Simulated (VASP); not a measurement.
# Pb32S33 (a cell with a defect) in VASP: notebook, part 2 of 2

VASP 6.6.1. Earlier steps stand in the parts before.

## (3) Single point, PBEsol

Contents of INCAR:

```
PREC = Accurate ; ENCUT = 400
EDIFF = 1E-6 ; ISMEAR = -1
SIGMA = 0.05 ; LREAL = Auto
LASPH = True ; NELM = 120
ALGO = Normal ; ISIF = 2
LWAVE = False ; LCHARG = False
GGA = PS ; NELECT = 648.0
ISYM = -1 ; NBANDS = 361
GGA_COMPAT = False
```

Contents of KPOINTS:

```
explicit points
1
Reciprocal
  0.25000000   0.25000000   0.25000000 1
```

Contents of POSCAR:

```
Pb32S33
1.0
   11.8000000000      0.0000000000      0.0000000000
    0.0000000000     11.8000000000      0.0000000000
    0.0000000000      0.0000000000     11.8000000000
S Pb
33 32
Direct
    0.2442520000      0.9948720000      0.9947500000
    0.2415510000      0.9996660000      0.4941220000
    0.2447720000      0.4939180000      0.9995130000
    0.2006550000      0.4498250000      0.4508850000
    0.7444060000      0.9939160000      0.9955370000
    0.7430500000      0.9928750000      0.4953510000
    0.7455100000      0.4938180000      0.9957630000
    0.7501580000      0.4913350000      0.4954050000
    0.0027630000      0.2526580000      0.0002420000
    0.0015910000      0.2515600000      0.4999740000
    0.0026020000      0.7527570000      0.0014570000
    0.0011960000      0.7542890000      0.5013660000
    0.5029080000      0.2525700000      0.0016810000
    0.5042550000      0.2510900000      0.5016310000
    0.5026940000      0.7527440000      0.0022910000
    0.5040220000      0.7539630000      0.5022650000
    0.9993280000      0.9998160000      0.2503750000
    0.0001400000      0.0017180000      0.7506470000
    0.9989730000      0.4994300000      0.2488490000
    0.0004470000      0.5014460000      0.7515360000
    0.4994980000      0.0011250000      0.2512210000
    0.5004750000      0.0011130000      0.7514620000
    0.5016840000      0.5008280000      0.2501050000
    0.5035070000      0.5009980000      0.7531670000
    0.2501750000      0.2494300000      0.2494160000
    0.2525690000      0.2507210000      0.7522350000
    0.2517320000      0.7522410000      0.2503220000
    0.2520060000      0.7536640000      0.7532930000
    0.7506440000      0.2499340000      0.2509340000
    0.7527890000      0.2507250000      0.7511810000
    0.7520450000      0.7500040000      0.2513420000
    0.7521390000      0.7509810000      0.7515360000
    0.3005870000      0.5499530000      0.5490930000
    0.9970400000      0.0013700000      0.9999190000
    0.9953690000      0.0042990000      0.4995980000
    0.9963330000      0.5007900000      0.0025840000
    0.9836530000      0.5076190000      0.5055530000
    0.4982120000      0.9993140000      0.9986520000
    0.4996760000      0.9980400000      0.4994900000
    0.5004050000      0.5000120000      0.9976150000
    0.5168130000      0.4952830000      0.4942440000
    0.2513480000      0.2460670000      0.0030080000
    0.2579410000      0.2331040000      0.5063270000
    0.2505240000      0.7501630000      0.9977400000
    0.2457210000      0.7664140000      0.4946230000
    0.7518570000      0.2467530000      0.0003170000
    0.7546540000      0.2451970000      0.4999660000
    0.7497420000      0.7479260000      0.9988320000
    0.7484250000      0.7495330000      0.4996650000
    0.2492500000      0.0028100000      0.2454830000
    0.2492870000      0.9977080000      0.7499040000
    0.2556700000      0.5059510000      0.2332880000
    0.2454750000      0.4954470000      0.7656090000
    0.7495890000      0.9994770000      0.2472140000
    0.7483140000      0.9980700000      0.7485620000
    0.7527550000      0.4989830000      0.2457530000
    0.7479360000      0.4988900000      0.7502220000
    0.0047240000      0.2543850000      0.2538160000
    0.0026170000      0.2522220000      0.7514470000
    0.0018130000      0.7521340000      0.2509760000
    0.0014960000      0.7524770000      0.7515710000
    0.5022670000      0.2515710000      0.2510820000
    0.5029280000      0.2511650000      0.7517310000
    0.5021120000      0.7518230000      0.2510750000
    0.4984300000      0.7478760000      0.7480350000
```

Potentials or basis: VASP PAW PBE potentials, release 64 (S, Pb_d).

Started as:

```bash
cat potpaw_PBE.64/S/POTCAR potpaw_PBE.64/Pb_d/POTCAR > POTCAR
mpirun -np 1 vasp_std > vasp.out
```

It took 8.2 min on 1 thread of Intel Xeon 6975P-C (Granite Rapids), shared host; peak memory 1.1 GiB.

The run converged. Its results:

```yaml
Free_energy: -291.9490 eV
Largest_force: 0.118 eV/Å
```

Forces in eV/Å, atoms in the order of the input:
```
S    0.018  0.013  0.013
S    0.031  0.028  0.005
S    0.008  0.009  0.006
S    0.052  0.047  0.069
S    0.014  0.019 -0.004
S    0.029  0.029  0.004
S    0.010  0.017  0.003
S    0.031  0.027 -0.006
S   -0.010 -0.015  0.005
S   -0.021 -0.022 -0.008
S   -0.010 -0.009  0.006
S   -0.014 -0.007  0.004
S   -0.005 -0.014  0.006
S   -0.005 -0.016  0.002
S   -0.004 -0.012 -0.001
S    0.000 -0.002 -0.006
S    0.009  0.003 -0.008
S    0.010 -0.007 -0.009
S    0.000  0.004 -0.007
S   -0.002 -0.002 -0.006
S    0.011 -0.005 -0.011
S    0.005 -0.005 -0.013
S    0.003 -0.003 -0.012
S   -0.003 -0.004 -0.005
S    0.001 -0.003 -0.009
S   -0.007 -0.008 -0.008
S   -0.007  0.001 -0.012
S   -0.008 -0.004 -0.005
S   -0.003  0.001 -0.005
S   -0.012  0.000 -0.004
S   -0.013  0.007 -0.006
S   -0.009  0.000 -0.005
S   -0.075 -0.075 -0.052
Pb   0.002 -0.005  0.004
Pb  -0.005 -0.004  0.005
Pb   0.004 -0.005 -0.002
Pb   0.001  0.002  0.001
Pb   0.006 -0.005  0.003
Pb   0.002 -0.003  0.004
Pb   0.008 -0.001 -0.001
Pb   0.023 -0.003  0.004
Pb  -0.008  0.005  0.000
Pb  -0.001  0.006 -0.003
Pb  -0.004  0.010  0.000
Pb  -0.007  0.024  0.000
Pb  -0.006  0.003  0.005
Pb  -0.003 -0.001  0.005
Pb  -0.005  0.007  0.004
Pb  -0.002  0.002  0.003
Pb  -0.007  0.006  0.006
Pb  -0.008  0.009  0.007
Pb   0.001  0.000  0.001
Pb  -0.007 -0.005  0.021
Pb  -0.001  0.000  0.005
Pb   0.000  0.004  0.005
Pb   0.006 -0.002  0.009
Pb   0.007 -0.002  0.005
Pb  -0.005 -0.007  0.000
Pb  -0.007 -0.008 -0.005
Pb  -0.007 -0.002  0.001
Pb  -0.002 -0.002 -0.003
Pb  -0.001 -0.012  0.001
Pb  -0.001 -0.004 -0.002
Pb   0.002  0.001 -0.004
Pb   0.002  0.004  0.003
```

Levels at points of the mesh, in eV from the Fermi level:
| k point | band 320 | band 321 | band 322 | band 323 | band 324 | band 325 | band 326 | band 327 | band 328 | band 329 |
| --- | --- | --- | --- | --- | --- | --- | --- | --- | --- | --- |
| (0.25, 0.25, 0.25) | -1.67 | -1.55 | -1.33 | -1.33 | -0.11 | 0.16 | 0.19 | 0.20 | 0.28 | 0.28 |

Caveat: the cell carries a net charge on a neutralising background, which shifts energy and pressure; the cell is charged against a uniform background, so pressure and absolute levels hang on convention; the PAW data sets were made with another functional, which shifts forces and pressure a little; spin-orbit coupling is left out, which moves the levels of the heavy elements.
